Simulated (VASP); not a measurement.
# TaN (P-6m2) in VASP: further runs

The runs below take TaN through single point, with PBE.

Program: VASP 6.6.1. These are calculated values, not measurements. Logs are shortened: lines on timing, memory, paths and dates and some standing lists are left out, and cuts for length are marked.

## 1. The cell of the first run

The structure is hexagonal, space group P-6m2 (No. 187). Conventional cell: a = 2.906 Å, b = 2.906 Å, c = 2.782 Å, α = 90.00°, β = 90.00°, γ = 120.00°. Ta (site symmetry -6m2) has 6 N at 2.18 Å and 8 Ta at 2.78 to 2.91 Å within 3.0 Å. N (site symmetry -6m2) has 6 Ta at 2.18 Å and 8 N at 2.78 to 2.91 Å within 3.0 Å.

## 2. Single point, PBE

INCAR

```
ALGO = Normal
EDIFF = 1E-7
ENCUT = 520
GGA = PE
ISIF = 2
ISMEAR = 0
LASPH = True
LCHARG = True
LELF = True
LREAL = False
LVHAR = True
LWAVE = False
NBANDS = 15
NELM = 100
PREC = Accurate
SIGMA = 0.15
```

KPOINTS

```
k-points
0
Gamma
  18 18 16
```

POSCAR

```
TaN
1.0
    2.9060000000      0.0000000000      0.0000000000
   -1.4530000000      2.5166698234      0.0000000000
    0.0000000000      0.0000000000      2.7819000000
Ta N
1 1
Direct
    0.3333333333      0.6666666667      0.5000000000
    0.0000000000      0.0000000000      0.0000000000
```

Potentials or basis: VASP PAW PBE potentials, release 64 (Ta_pv, N).

The run is started by

```sh
cat potpaw_PBE.64/Ta_pv/POTCAR potpaw_PBE.64/N/POTCAR > POTCAR
mpirun -np 1 vasp_std > vasp.out
```

OUTCAR:

```text
EDIFF = 1E-7
   ENCUT = 520
   GGA = PE
   ISIF = 2
   ISMEAR = 0
   LASPH = True
   LREAL = False
   NELM = 100
   PREC = Accurate

 ion  position               nearest neighbor table
   1  0.333  0.667  0.500-   2 2.18   2 2.18   2 2.18   2 2.18   2 2.18   2 2.18
   2  0.000  0.000  0.000-   1 2.18   1 2.18   1 2.18   1 2.18   1 2.18   1 2.18

  LATTYP: Found a hexagonal cell.
 ALAT       =     2.9060000000
 C/A-ratio  =     0.9572952512

  Lattice vectors:

 A1 = (   2.9060000000,   0.0000000000,   0.0000000000)
 A2 = (  -1.4530000000,   2.5166698234,   0.0000000000)
 A3 = (   0.0000000000,   0.0000000000,   2.7819000000)

Analysis of symmetry for initial positions (statically):
=====================================================================
 Subroutine PRICEL returns:
 Original cell was already a primitive cell.

 Routine SETGRP: Setting up the symmetry group for a
 hexagonal supercell.

 Subroutine GETGRP returns: Found 12 space group operations
 (whereof 12 operations were pure point group operations)
 out of a pool of 24 trial point group operations.

The static configuration has the point symmetry D_3h.

Analysis of symmetry for dynamics (positions and initial velocities):
=====================================================================
 Subroutine PRICEL returns:
 Original cell was already a primitive cell.

 Routine SETGRP: Setting up the symmetry group for a
 hexagonal supercell.

 Subroutine GETGRP returns: Found 12 space group operations
 (whereof 12 operations were pure point group operations)
 out of a pool of 24 trial point group operations.

The dynamic configuration has the point symmetry D_3h.

 Subroutine INISYM returns: Found 12 space group operations
 (whereof 12 operations are pure point group operations),
 and found     1 'primitive' translations

----------------------------------------------------------------------------------------

                                     Primitive cell

  volume of cell :      20.3453

  direct lattice vectors                    reciprocal lattice vectors
     2.906000000  0.000000000  0.000000000     0.344115623  0.198675247  0.000000000
    -1.453000000  2.516669823  0.000000000     0.000000000  0.397350495  0.000000000
     0.000000000  0.000000000  2.781900000     0.000000000  0.000000000  0.359466552

  length of vectors
     2.906000000  2.906000000  2.781900000     0.397350495  0.397350495  0.359466552

  position of ions in fractional coordinates (direct lattice)
[... 90 lines left out ...]
   NELECT =      16.0000    total number of electrons
   NUPDOWN=      -1.0000    fix difference up-down
   EMIN   =  10.00;   EMAX   =-10.00  energy-range for DOS
   EFERMI =   0.00;   METHOD = LEGACY
   ISMEAR =     0;   SIGMA  =   0.15  broadening in eV -4-tet -1-fermi 0-gaus
   EFERMI_NEDOS =   21; number of points for ismear=-14 and -15
   IALGO  =     38    algorithm
   IMIX   =      4    mixing-type and parameters
     AMIX     =   0.40;   BMIX     =  1.00
     AMIX_MAG =   1.60;   BMIX_MAG =  1.00
  volume/ion in A,a.u.               =      10.17        68.65
  Fermi-wavevector in a.u.,A,eV,Ry     =   1.511102  2.855568 31.067930  2.283428
  Thomas-Fermi vector in A             =   2.621204
   LORBIT       =      0    0 simple, 1 ext, 2 COOP (PROOUT), +10 PAW based schemes
   GGA     = PE    functional components
   LHFCALC =     F    Hartree Fock is set to
   AEXX    =    0.0000 exact exchange contribution
   IVDW    =     0    specifies the selected vdW correction
   LEPSILON=     F    determine dielectric tensor
   LRPA    =     F    only Hartree local field effects (RPA)
 non-spin polarized calculation
 Gauss-broadening in eV      SIGMA  =   0.15
  energy-cutoff  :      520.00
  volume of cell :       20.35
 maximum number of plane-waves:       568
 NGX is ok and might be reduce to    24
   NGX = 11   NGY = 11   NGZ = 11

 number of electron      16.0000003 magnetization

 Free energy of the ion-electron system (eV)
  ---------------------------------------------------
  ext. energy  EPLUGINS =         0.00000000
  ---------------------------------------------------
  free energy    TOTEN  =       -22.28692508 eV

  energy without entropy =      -22.28614997  energy(sigma->0) =      -22.28653753

 E-fermi :   8.8634     XC(G=0): -13.6612

 val. band max:        8.8182368356   @ k =   0.0000   0.0000   0.4375
 cond. band min:       8.9171049569   @ k =   0.0556  -0.0000   0.5000
 fundamental gap:      0.0988681213
 Fermi energy:         8.8634108348

 k-point     1 :       0.0000    0.0000    0.0000
  band No.  band energies     occupation
      1     -25.7248      2.00000
      2     -25.5439      2.00000
      3     -25.5439      2.00000
      4      -9.3775      2.00000
      5       3.8449      2.00000
      6       3.8449      2.00000
      7       4.4397      2.00000
      8       6.0411      2.00000
      9      11.3111      0.00000
     10      12.8847      0.00000
     11      12.8847      0.00000
     12      13.2842      0.00000
     13      13.2842      0.00000
     14      22.3667      0.00000
[... 401 lines left out ...]
      2     -25.8928      2.00000
      3     -25.5622      2.00000
      4      -6.8996      2.00000
      5       0.4317      2.00000
      6       3.6869      2.00000
      7       4.3617      2.00000
      8       6.3846      2.00000
      9      11.5448      0.00000
     10      12.0235      0.00000
     11      13.7249      0.00000
     12      15.4532      0.00000
     13      18.1236      0.00000
     14      21.7155      0.00000
     15      22.4924      0.00000

 [... further k-points ...]

------------------------ aborting loop because EDIFF is reached ----------------------------------------

  FORCE on cell =-STRESS in cart. coord.  units (eV):
  Direction    XX          YY          ZZ          XY          YZ          ZX
  --------------------------------------------------------------------------------------
  -------------------------------------------------------------------------------------
  Total        2.8677731      2.8677731      5.6876569      0.0000000     -0.0000000      0.0000000
  in kB      225.8353942    225.8353942    447.8995302      0.0000000     -0.0000000      0.0000000
  external PRESSURE =     299.8567729 kB  Pullay stress =       0.0000000 kB

 VOLUME and BASIS-vectors are now :
 -----------------------------------------------------------------------------
  energy-cutoff  :      520.00
  volume of cell :       20.35
      direct lattice vectors                 reciprocal lattice vectors
     2.906000000  0.000000000  0.000000000     0.344115623  0.198675247  0.000000000
    -1.453000000  2.516669823  0.000000000     0.000000000  0.397350495  0.000000000
     0.000000000  0.000000000  2.781900000     0.000000000  0.000000000  0.359466552

 POSITION                                       TOTAL-FORCE (eV/Angst)
 -----------------------------------------------------------------------------------
     -0.00000      1.67778      1.39095        -0.000000      0.000000      0.000000
      0.00000      0.00000      0.00000         0.000000     -0.000000      0.000000
 -----------------------------------------------------------------------------------
    total drift:                                0.000000     -0.000000     -0.000000

  FREE ENERGIE OF THE ION-ELECTRON SYSTEM (eV)
  ---------------------------------------------------
  free  energy   TOTEN  =       -22.2869250807 eV

  energy  without entropy=      -22.2861499728  energy(sigma->0) =      -22.28653753
```

Wall time 28 s (1 thread of Intel Xeon 6975P-C (Granite Rapids), shared host); peak memory 0.22 GiB.

What came out:

* Free energy: -22.2869 eV
* Pressure: 30.0 GPa
* Band gap on the k mesh: zero (bands 8 and 9 overlap by 0.39 eV)

Stress tensor (GPa, compression positive):
```
22.58  0.00  0.00
 0.00 22.58  0.00
 0.00  0.00 44.79
```

Caveat: the stress differs along the axes, from 23 to 45 GPa; spin-orbit coupling is left out, which moves the levels of the heavy elements.

## 3. Single point, PBE

This run uses another cell than the first one, of 10.28 Å³/atom.

INCAR

```
PREC = Accurate ; ENCUT = 520
EDIFF = 1E-6 ; ISMEAR = 0
SIGMA = 0.15 ; LREAL = F
LASPH = T ; NELM = 80
ALGO = Normal ; ISIF = 2
LWAVE = F ; LCHARG = T
GGA = PE ; LELF = T
LVHAR = T ; NBANDS = 15
```

KPOINTS

```
regular mesh
0
Gamma
  18 18 16
```

POSCAR

```
TaN
1.0
    2.8617000000      0.0000000000      0.0000000000
   -1.4308500000      2.4783048980      0.0000000000
    0.0000000000      0.0000000000      2.8977748891
Ta N
1 1
Direct
    0.3333333333      0.6666666667      0.5000000000
    0.0000000000      0.0000000000      0.0000000000
```

Potentials or basis: VASP PAW PBE potentials, release 64 (Ta_pv, N).

The run is started by

```sh
cat potpaw_PBE.64/Ta_pv/POTCAR potpaw_PBE.64/N/POTCAR > POTCAR
mpirun -np 1 vasp_std > vasp.out
```

OUTCAR:

```text
PREC = Accurate
   ENCUT = 520
   EDIFF = 1E-6
   ISMEAR = 0
   LREAL = F
   LASPH = T
   NELM = 80
   ISIF = 2
   GGA = PE

 ion  position               nearest neighbor table
   1  0.333  0.667  0.500-   2 2.20   2 2.20   2 2.20   2 2.20   2 2.20   2 2.20
   2  0.000  0.000  0.000-   1 2.20   1 2.20   1 2.20   1 2.20   1 2.20   1 2.20

  LATTYP: Found a hexagonal cell.
 ALAT       =     2.8617000000
 C/A-ratio  =     1.0126061044

  Lattice vectors:

[... 617 lines left out ...]

 [... further k-points ...]

------------------------ aborting loop because EDIFF is reached ----------------------------------------

  FORCE on cell =-STRESS in cart. coord.  units (eV):
  Direction    XX          YY          ZZ          XY          YZ          ZX
  --------------------------------------------------------------------------------------
  -------------------------------------------------------------------------------------
  Total        3.8272856      3.8272856      1.4582277      0.0000000      0.0000000      0.0000000
  in kB      298.3719326    298.3719326    113.6821932      0.0000000      0.0000000      0.0000000
  external PRESSURE =     236.8086862 kB  Pullay stress =       0.0000000 kB

 VOLUME and BASIS-vectors are now :
 -----------------------------------------------------------------------------
  energy-cutoff  :      520.00
  volume of cell :       20.55
      direct lattice vectors                 reciprocal lattice vectors
     2.861700000  0.000000000  0.000000000     0.349442639  0.201750802  0.000000000
    -1.430850000  2.478304898  0.000000000     0.000000000  0.403501603  0.000000000
     0.000000000  0.000000000  2.897774889     0.000000000  0.000000000  0.345092369

 POSITION                                       TOTAL-FORCE (eV/Angst)
 -----------------------------------------------------------------------------------
     -0.00000      1.65220      1.44889        -0.000000      0.000000      0.000000
      0.00000      0.00000      0.00000         0.000000     -0.000000      0.000000
 -----------------------------------------------------------------------------------
    total drift:                                0.000000     -0.000000     -0.000000

  FREE ENERGIE OF THE ION-ELECTRON SYSTEM (eV)
  ---------------------------------------------------
  free  energy   TOTEN  =       -22.3288213707 eV

  energy  without entropy=      -22.3282444051  energy(sigma->0) =      -22.32853289
```

OSZICAR:

```text
N       E                     dE             d eps       ncg     rms          rms(c)
DAV:   1     0.920743596202E+02    0.92074E+02   -0.87780E+03  9997   0.114E+03
DAV:   2    -0.219865393109E+02   -0.11406E+03   -0.10737E+03 12020   0.309E+02
DAV:   3    -0.248196780253E+02   -0.28331E+01   -0.28192E+01 11348   0.455E+01
DAV:   4    -0.248311232524E+02   -0.11445E-01   -0.11442E-01 13126   0.311E+00
DAV:   5    -0.248311849697E+02   -0.61717E-04   -0.61713E-04 11467   0.215E-01    0.257E+01
DAV:   6    -0.223877998614E+02    0.24434E+01   -0.39490E+00 12827   0.237E+01    0.110E+01
DAV:   7    -0.223560126465E+02    0.31787E-01   -0.67157E-01 10634   0.618E+00    0.755E+00
DAV:   8    -0.223374246896E+02    0.18588E-01   -0.12727E-01 12580   0.310E+00    0.173E+00
DAV:   9    -0.223288049837E+02    0.86197E-02   -0.16104E-02 11222   0.109E+00    0.166E-01
DAV:  10    -0.223288962069E+02   -0.91223E-04   -0.12698E-03 12041   0.401E-01    0.793E-02
DAV:  11    -0.223288216415E+02    0.74565E-04   -0.96629E-05 11936   0.108E-01    0.108E-02
DAV:  12    -0.223288214420E+02    0.19955E-06   -0.13052E-05 11061   0.335E-02    0.433E-03
DAV:  13    -0.223288213707E+02    0.71316E-07   -0.60106E-08  5366   0.253E-03
   1 F= -.22328821E+02 E0= -.22328533E+02  d E =-.576966E-03
```

stdout:

```text
POSCAR found type information on POSCAR TaN
 POSCAR found :  2 types and       2 ions
 scaLAPACK will be used
 LDA part: xc-table for (Slater+PW92), standard interpolation
 POSCAR, INCAR and KPOINTS ok, starting setup
 FFT: planning ... GRIDC
 FFT: planning ... GRID_SOFT
 FFT: planning ... GRID
 WAVECAR not read
 entering main loop
```

It took 29 s on 1 thread of Intel Xeon 6975P-C (Granite Rapids), shared host; peak memory 0.22 GiB.

What came out:

| Quantity | Value |
| --- | --- |
| Free energy | -22.3288 eV |
| Pressure | 23.7 GPa |
| Band gap on the k mesh | zero (bands 8 and 9 overlap by 0.49 eV) |

Caveat: the stress differs along the axes, from 11 to 30 GPa; spin-orbit coupling is left out, which moves the levels of the heavy elements.

## 4. Single point, PBE

This run uses another cell than the first one, of 10.35 Å³/atom.

INCAR

```
ALGO = Normal ; EDIFF = 1E-6
ENCUT = 520 ; GGA = PE
ISIF = 2 ; ISMEAR = 0
LASPH = T ; LCHARG = T
LELF = T ; LREAL = F
LVHAR = T ; LWAVE = F
NBANDS = 15 ; NELM = 100
PREC = Accurate ; SIGMA = 0.15
```

KPOINTS

```
k-points
0
Gamma
  18 18 16
```

POSCAR

```
TaN
1.0
    2.9945000000      0.0000000000      0.0000000000
   -1.4972500000      2.5933130716      0.0000000000
    0.0000000000      0.0000000000      2.6660000000
Ta N
1 1
Direct
    0.3333333333      0.6666666667      0.5000000000
    0.0000000000      0.0000000000      0.0000000000
```

The run is started by

```sh
cat potpaw_PBE.64/Ta_pv/POTCAR potpaw_PBE.64/N/POTCAR > POTCAR
mpirun -np 1 vasp_std > vasp.out
```

It took 25 s on 1 thread of Intel Xeon 6975P-C (Granite Rapids), shared host; peak memory 0.22 GiB.

The run converged. Its results:

```
Free energy            : -22.0496 eV
Pressure               : 26.7 GPa
Band gap on the k mesh : zero (bands 8 and 9 overlap by 0.33 eV)
```

Stress tensor (GPa, compression positive):
```
 1.81  0.00  0.00
 0.00  1.81  0.00
 0.00  0.00 76.58
```

Levels at points of the mesh, in eV from the Fermi level:
| k point | band 5 | band 6 | band 7 | band 8 | band 9 | band 10 | band 11 | band 12 |
| --- | --- | --- | --- | --- | --- | --- | --- | --- |
| (0.00, 0.00, 0.00) | -5.55 | -5.55 | -4.39 | -2.32 | 1.73 | 4.28 | 4.28 | 4.53 |
| (0.50, 0.00, 0.00) | -8.65 | -4.43 | -3.78 | -3.77 | 3.17 | 3.71 | 4.81 | 6.01 |
| (0.00, 0.00, 0.50) | -9.58 | -4.70 | -4.70 | -0.02 | -0.02 | 2.66 | 2.66 | 3.70 |
| (0.50, 0.00, 0.50) | -7.69 | -6.59 | -6.24 | 0.00 | 4.18 | 5.03 | 6.77 | 6.99 |

Caveat: the stress differs along the axes, from 2 to 77 GPa; spin-orbit coupling is left out, which moves the levels of the heavy elements.

(Continued in part 2 of 2.)

The gap in the log of VASP goes by the Fermi energy; the results here count the filled bands.